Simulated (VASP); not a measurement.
# TiBe2H6 (Fm-3m) in VASP: further runs

Runs on TiBe2H6. Level: PBE. Tasks: single point, relaxation of cell and atoms.

Program: VASP 6.6.1. These are calculated values, not measurements. Logs are shortened: lines on timing, memory, paths and dates and some standing lists are left out, and cuts for length are marked.

**1. The cell of the first run**

Symmetry: Fm-3m, No. 225, cubic system. Conventional cell: a = 6.207 Å, b = 6.207 Å, c = 6.207 Å, α = 90.00°, β = 90.00°, γ = 90.00°. Within 2.9 Å of Ti (site symmetry m-3m) lie 12 H at 2.19 Å and 8 Be at 2.69 Å. Within 2.1 Å of Be (site symmetry -43m) lie 6 H at 1.55 Å. Within 2.1 Å of H (site symmetry mmm) lie 2 Be at 1.55 Å.

**2. Single point, PBE, collinear spin, ferromagnetic start**

Contents of INCAR:

```
SYSTEM = TiBe2H6
  PREC = Accurate
  ENCUT = 520
  EDIFF = 1E-7
  ISMEAR = 0
  SIGMA = 0.1
  LREAL = .False.
  LASPH = .True.
  NELM = 150
  ALGO = Normal
  ISIF = 2
  LWAVE = .False.
  LCHARG = .False.
  ISPIN = 2
  MAGMOM = 1.33 0 0 0 0 0 0 0 0
  LORBIT = 11
  LMAXMIX = 4
  GGA = PE
  NBANDS = 25
```

Contents of KPOINTS:

```
Automatic mesh
0
Gamma
  10 10 10
  0 0 0
```

Contents of POSCAR:

```
TiBe2H6
1.0
    0.0000000000      3.1032535703      3.1032535703
    3.1032535703      0.0000000000      3.1032535703
    3.1032535703      3.1032535703      0.0000000000
Ti Be H
1 2 6
Direct
    0.0000000000      0.0000000000      0.0000000000
    0.7500000000      0.7500000000      0.7500000000
    0.2500000000      0.2500000000      0.2500000000
    0.5000000000      0.0000000000      0.0000000000
    0.0000000000      0.5000000000      0.5000000000
    0.0000000000      0.5000000000      0.0000000000
    0.5000000000      0.0000000000      0.5000000000
    0.0000000000      0.0000000000      0.5000000000
    0.5000000000      0.5000000000      0.0000000000
```

Potentials or basis: VASP PAW PBE potentials, release 64 (Ti_sv, Be, H).

Command:

```console
$ cat potpaw_PBE.64/Ti_sv/POTCAR potpaw_PBE.64/Be/POTCAR potpaw_PBE.64/H/POTCAR > POTCAR
$ mpirun -np 1 vasp_std > vasp.out
```

OUTCAR:

```text
SYSTEM = TiBe2H6
   PREC = Accurate
   ENCUT = 520
   EDIFF = 1E-7
   ISMEAR = 0
   LREAL = .False.
   LASPH = .True.
   NELM = 150
   ISIF = 2
   ISPIN = 2
   LORBIT = 11
   GGA = PE

 ion  position               nearest neighbor table
   1  0.000  0.000  0.000-
   2  0.750  0.750  0.750-   4 1.55   5 1.55   6 1.55   7 1.55   8 1.55   9 1.55
   3  0.250  0.250  0.250-   4 1.55   5 1.55   6 1.55   7 1.55   8 1.55   9 1.55
   4  0.500  0.000  0.000-   2 1.55   3 1.55
   5  0.000  0.500  0.500-   2 1.55   3 1.55
   6  0.000  0.500  0.000-   2 1.55   3 1.55
   7  0.500  0.000  0.500-   2 1.55   3 1.55
   8  0.000  0.000  0.500-   2 1.55   3 1.55
   9  0.500  0.500  0.000-   2 1.55   3 1.55

  LATTYP: Found a face centered cubic cell.
 ALAT       =     6.2065071406

  Lattice vectors:

 A1 = (   0.0000000000,   3.1032535703,   3.1032535703)
 A2 = (   3.1032535703,   0.0000000000,   3.1032535703)
 A3 = (   3.1032535703,   3.1032535703,   0.0000000000)

Analysis of symmetry for initial positions (statically):
=====================================================================
 Subroutine PRICEL returns:
 Original cell was already a primitive cell.

 Routine SETGRP: Setting up the symmetry group for a
 face centered cubic supercell.

 Subroutine GETGRP returns: Found 48 space group operations
 (whereof 48 operations were pure point group operations)
 out of a pool of 48 trial point group operations.

The static configuration has the point symmetry O_h .

Analysis of symmetry for dynamics (positions and initial velocities):
=====================================================================
 Subroutine PRICEL returns:
 Original cell was already a primitive cell.

 Routine SETGRP: Setting up the symmetry group for a
 face centered cubic supercell.

 Subroutine GETGRP returns: Found 48 space group operations
 (whereof 48 operations were pure point group operations)
 out of a pool of 48 trial point group operations.

The dynamic configuration has the point symmetry O_h .

Analysis of structural, dynamic, and magnetic symmetry:
=====================================================================
 Subroutine PRICEL returns:
 Original cell was already a primitive cell.

 Routine SETGRP: Setting up the symmetry group for a
 face centered cubic supercell.

 Subroutine GETGRP returns: Found 48 space group operations
 (whereof 48 operations were pure point group operations)
 out of a pool of 48 trial point group operations.

The overall configuration has the point symmetry O_h .

 Subroutine INISYM returns: Found 48 space group operations
[... 159 lines left out ...]

  energy without entropy =      -35.02841053  energy(sigma->0) =      -35.03888978

 E-fermi :   5.2242     XC(G=0):  -9.8788

 val. band max:        5.2138089644   @ k =  -0.4000   0.4000   0.0000
 cond. band min:       5.2393375909   @ k =   0.3000   0.1000   0.0000
 fundamental gap:      0.0255286264
 Fermi energy:         5.2242272908

 spin component 1

 k-point     1 :       0.0000    0.0000    0.0000
  band No.  band energies     occupation
      1     -52.4015      1.00000
      2     -28.6945      1.00000
      3     -28.6945      1.00000
      4     -28.6945      1.00000
      5      -6.8046      1.00000
      6      -1.5317      1.00000
[... 613 lines left out ...]
     22      14.1149      0.00000
     23      15.9343      0.00000

 [... further k-points ...]

 spin component 2

 k-point     1 :       0.0000    0.0000    0.0000
  band No.  band energies     occupation
      1     -52.4016      1.00000
      2     -28.6947      1.00000
      3     -28.6947      1.00000
      4     -28.6947      1.00000
      5      -6.8046      1.00000
      6      -1.5317      1.00000
[... 613 lines left out ...]
     22      14.1148      0.00000
     23      15.9343      0.00000

 [... further k-points ...]

 [bands above 23 left out]

------------------------ aborting loop because EDIFF is reached ----------------------------------------

  FORCE on cell =-STRESS in cart. coord.  units (eV):
  Direction    XX          YY          ZZ          XY          YZ          ZX
  --------------------------------------------------------------------------------------
  -------------------------------------------------------------------------------------
  Total       -0.5441019     -0.5441019     -0.5441019     -0.0000000      0.0000000      0.0000000
  in kB      -14.5850875    -14.5850875    -14.5850875     -0.0000000      0.0000000      0.0000000
  external PRESSURE =     -14.5850875 kB  Pullay stress =       0.0000000 kB

 VOLUME and BASIS-vectors are now :
 -----------------------------------------------------------------------------
  energy-cutoff  :      520.00
  volume of cell :       59.77
      direct lattice vectors                 reciprocal lattice vectors
     0.000000000  3.103253570  3.103253570    -0.161121220  0.161121220  0.161121220
     3.103253570  0.000000000  3.103253570     0.161121220 -0.161121220  0.161121220
     3.103253570  3.103253570  0.000000000     0.161121220  0.161121220 -0.161121220

 POSITION                                       TOTAL-FORCE (eV/Angst)
 -----------------------------------------------------------------------------------
      0.00000      0.00000      0.00000        -0.000000     -0.000000     -0.000000
      4.65488      4.65488      4.65488         0.000000     -0.000000     -0.000000
      1.55163      1.55163      1.55163        -0.000000      0.000000      0.000000
      0.00000      1.55163      1.55163        -0.000000     -0.000000     -0.000000
      3.10325      1.55163      1.55163        -0.000000     -0.000000     -0.000000
      1.55163      0.00000      1.55163        -0.000000     -0.000000     -0.000000
      1.55163      3.10325      1.55163        -0.000000     -0.000000     -0.000000
      1.55163      1.55163      0.00000        -0.000000     -0.000000     -0.000000
      1.55163      1.55163      3.10325        -0.000000     -0.000000     -0.000000
 -----------------------------------------------------------------------------------
    total drift:                               -0.000000      0.000000      0.000000

  FREE ENERGIE OF THE ION-ELECTRON SYSTEM (eV)
  ---------------------------------------------------
  free  energy   TOTEN  =       -35.0493690240 eV

  energy  without entropy=      -35.0284105262  energy(sigma->0) =      -35.03888978

 total charge

# of ion       s       p       d       tot
------------------------------------------
    1        2.134   6.073   1.992  10.200
    2        0.385   0.757   0.000   1.142
    3        0.385   0.757   0.000   1.142
    4        0.567   0.013   0.000   0.581
    5        0.567   0.013   0.000   0.581
    6        0.567   0.013   0.000   0.581
    7        0.567   0.013   0.000   0.581
    8        0.567   0.013   0.000   0.581
    9        0.567   0.013   0.000   0.581
--------------------------------------------------
tot          6.309   7.668   1.992  15.970

 magnetization (x)

# of ion       s       p       d       tot
------------------------------------------
    1       -0.000  -0.000  -0.000  -0.000
    2        0.000   0.000   0.000   0.000
    3        0.000   0.000   0.000   0.000
    4        0.000  -0.000   0.000   0.000
    5        0.000  -0.000   0.000   0.000
    6        0.000  -0.000   0.000   0.000
    7        0.000  -0.000   0.000   0.000
    8        0.000  -0.000   0.000   0.000
    9        0.000  -0.000   0.000   0.000
--------------------------------------------------
tot          0.000  -0.000  -0.000  -0.000
```

stdout:

```text
POSCAR found type information on POSCAR TiBeH
 POSCAR found :  3 types and       9 ions
 scaLAPACK will be used
 LDA part: xc-table for (Slater+PW92), standard interpolation
 POSCAR, INCAR and KPOINTS ok, starting setup
 FFT: planning ... GRIDC
 FFT: planning ... GRID_SOFT
 FFT: planning ... GRID
 WAVECAR not read
 entering main loop
```

Wall time 5.2 min (1 thread of Intel Xeon Platinum 8259CL at 2.50GHz (Skylake/Cascade Lake), shared host); peak memory 0.31 GiB.

Results:

| Quantity | Value |
| --- | --- |
| Free energy | -35.0494 eV |
| Pressure | -1.5 GPa |
| Band gap on the k mesh | zero (filled and empty bands overlap) |
| Net moment | 0.00 μB per cell |
| Valence electrons inside the program's atomic spheres | Ti 10.20; Be 1.14; H 0.58 |

Levels at points of the mesh, in eV from the Fermi level:
Spin up:
```tsv
k point	band 8	band 9	band 10	band 11	band 12	band 13	band 14	band 15
(0.00, 0.00, 0.00)	-6.76	-2.81	-2.81	0.78	2.55	2.55	2.55	2.65
(0.50, 0.00, 0.00)	-5.60	-4.71	-4.71	-0.87	0.07	0.07	1.87	2.64
(0.50, 0.50, 0.00)	-6.81	-6.81	-0.83	-0.46	-0.46	-0.38	0.34	2.66
```
Spin down:
| k point | band 7 | band 8 | band 9 | band 10 | band 11 | band 12 | band 13 | band 14 | band 15 | band 16 |
| --- | --- | --- | --- | --- | --- | --- | --- | --- | --- | --- |
| (0.00, 0.00, 0.00) | -6.76 | -6.76 | -2.81 | -2.81 | 0.78 | 2.55 | 2.55 | 2.55 | 2.65 | 2.65 |
| (0.50, 0.00, 0.00) | -5.60 | -5.60 | -4.71 | -4.71 | -0.87 | 0.07 | 0.07 | 1.87 | 2.64 | 2.64 |
| (0.50, 0.50, 0.00) | -7.24 | -6.81 | -6.81 | -0.83 | -0.46 | -0.46 | -0.38 | 0.34 | 2.66 | 4.24 |

**3. Relaxation of cell and atoms, PBE, collinear spin, ferromagnetic start**

This run uses another cell than the first one, of 6.55 Å³/atom, 0.987 times its volume.

Contents of INCAR:

```
SYSTEM = TiBe2H6
  ALGO = Normal
  EDIFF = 1E-7
  EDIFFG = -0.01
  ENCUT = 600
  GGA = PE
  IBRION = 2
  ISIF = 3
  ISMEAR = 0
  ISPIN = 2
  LASPH = .TRUE.
  LCHARG = .FALSE.
  LMAXMIX = 4
  LORBIT = 11
  LREAL = .FALSE.
  LWAVE = .FALSE.
  MAGMOM = 1.33 0 0 0 0 0 0 0 0
  NELM = 150
  NSW = 100
  PREC = Accurate
  SIGMA = 0.1
```

Contents of KPOINTS:

```
k-points
0
G
  10 10 10
  0 0 0
```

Edit POSCAR of step 2 so:

```diff
@@ -2,5 +2,5 @@
 1.0
-    0.0000000000      3.1032535703      3.1032535703
-    3.1032535703      0.0000000000      3.1032535703
-    3.1032535703      3.1032535703      0.0000000000
+    0.0000000000      3.0896777869      3.0896777869
+    3.0896777869      0.0000000000      3.0896777869
+    3.0896777869      3.0896777869      0.0000000000
 Ti Be H
```

Potentials or basis: VASP PAW PBE potentials, release 64 (Ti_sv, Be, H).

Command:

```console
$ cat potpaw_PBE.64/Ti_sv/POTCAR potpaw_PBE.64/Be/POTCAR potpaw_PBE.64/H/POTCAR > POTCAR
$ mpirun -np 1 vasp_std > vasp.out
```

Wall time 3.8 min (1 thread of Intel Xeon Platinum 8259CL at 2.50GHz (Skylake/Cascade Lake), shared host); peak memory 0.3 GiB.

Results (log left out):

- Free energy: -35.0552 eV
- Pressure after relaxing: -0.1 GPa
- Band gap on the k mesh: zero (filled and empty bands overlap)
- Net moment: 0.00 μB per cell
- Valence electrons inside the program's atomic spheres: Ti 10.21; Be 1.16; H 0.58

Final structure:
```
Ti Be H
1.0
     0.00000    3.08968    3.08968
     3.08968    0.00000    3.08968
     3.08968    3.08968    0.00000
Ti Be H
1 2 6
Direct
  0.00000 0.00000 0.00000
  0.75000 0.75000 0.75000
  0.25000 0.25000 0.25000
  0.50000 0.00000 0.00000
  0.00000 0.50000 0.50000
  0.00000 0.50000 0.00000
  0.50000 0.00000 0.50000
  0.00000 0.00000 0.50000
  0.50000 0.50000 0.00000
```

Levels at points of the mesh, in eV from the Fermi level:
Spin up:
| k point | band 7 | band 8 | band 9 | band 10 | band 11 | band 12 | band 13 | band 14 | band 15 | band 16 |
| --- | --- | --- | --- | --- | --- | --- | --- | --- | --- | --- |
| (0.00, 0.00, 0.00) | -6.82 | -6.82 | -2.83 | -2.83 | 0.82 | 2.59 | 2.59 | 2.60 | 2.67 | 2.67 |
| (0.50, 0.00, 0.00) | -5.66 | -5.66 | -4.75 | -4.75 | -0.88 | 0.07 | 0.07 | 1.88 | 2.69 | 2.69 |
| (0.50, 0.50, 0.00) | -7.30 | -6.87 | -6.87 | -0.82 | -0.47 | -0.47 | -0.39 | 0.34 | 2.71 | 4.29 |
Spin down:
```csv
k point,band 8,band 9,band 10,band 11,band 12,band 13,band 14,band 15
"(0.00, 0.00, 0.00)",-6.82,-2.83,-2.83,0.82,2.59,2.59,2.59,2.67
"(0.50, 0.00, 0.00)",-5.66,-4.75,-4.75,-0.88,0.07,0.07,1.88,2.69
"(0.50, 0.50, 0.00)",-6.87,-6.87,-0.82,-0.47,-0.47,-0.39,0.34,2.71
```

Caveat: the relaxation stopped at its first step, so nothing moved.

**4. Single point, PBE**

This run uses another cell than the first one, of 6.55 Å³/atom, 0.987 times its volume.

Contents of INCAR:

```
SYSTEM = TiBe2H6
PREC     = Accurate       ! precision mode
ENCUT    = 520            ! plane-wave cutoff, eV
EDIFF    = 1E-7           ! SCF threshold, eV
ISMEAR   = 0              ! smearing method
SIGMA    = 0.1            ! smearing width, eV
LREAL    = .FALSE.        ! projectors in reciprocal space
LASPH    = .TRUE.         ! aspherical terms in the spheres
NELM     = 100            ! most SCF steps
ALGO     = Normal         ! electronic algorithm
ISIF     = 2              ! what is computed and relaxed
LWAVE    = .FALSE.        ! write WAVECAR
LCHARG   = .FALSE.        ! write CHGCAR
GGA      = PE             ! functional
NBANDS   = 21             ! bands
```

Contents of KPOINTS:

```
Automatic mesh
0
G
  6 6 6
  0 0 0
```

POSCAR is that of step 3.

Command:

```console
$ cat potpaw_PBE.64/Ti_sv/POTCAR potpaw_PBE.64/Be/POTCAR potpaw_PBE.64/H/POTCAR > POTCAR
$ mpirun -np 1 vasp_std > vasp.out
```

It took 22 s on 1 thread of Intel Xeon Platinum 8259CL at 2.50GHz (Skylake/Cascade Lake), shared host; peak memory 0.18 GiB.

The run converged. Its results:

```yaml
Free_energy: -35.0313 eV
Pressure: -0.1 GPa
Band_gap_on_the_k_mesh: zero (band 11 reaches 6.42 eV, above the bottom of band 12 at 4.86 eV)
```

Levels at points of the mesh, in eV from the Fermi level:
```tsv
k point	band 7	band 8	band 9	band 10	band 11	band 12	band 13	band 14	band 15	band 16
(0.00, 0.00, 0.00)	-6.79	-6.79	-2.81	-2.81	0.86	2.61	2.61	2.61	2.70	2.70
(0.50, 0.00, 0.00)	-5.63	-5.63	-4.72	-4.72	-0.86	0.09	0.09	1.91	2.71	2.71
(0.50, 0.50, 0.00)	-7.27	-6.84	-6.84	-0.79	-0.45	-0.45	-0.37	0.36	2.73	4.31
```

[end of part 1 of 2]
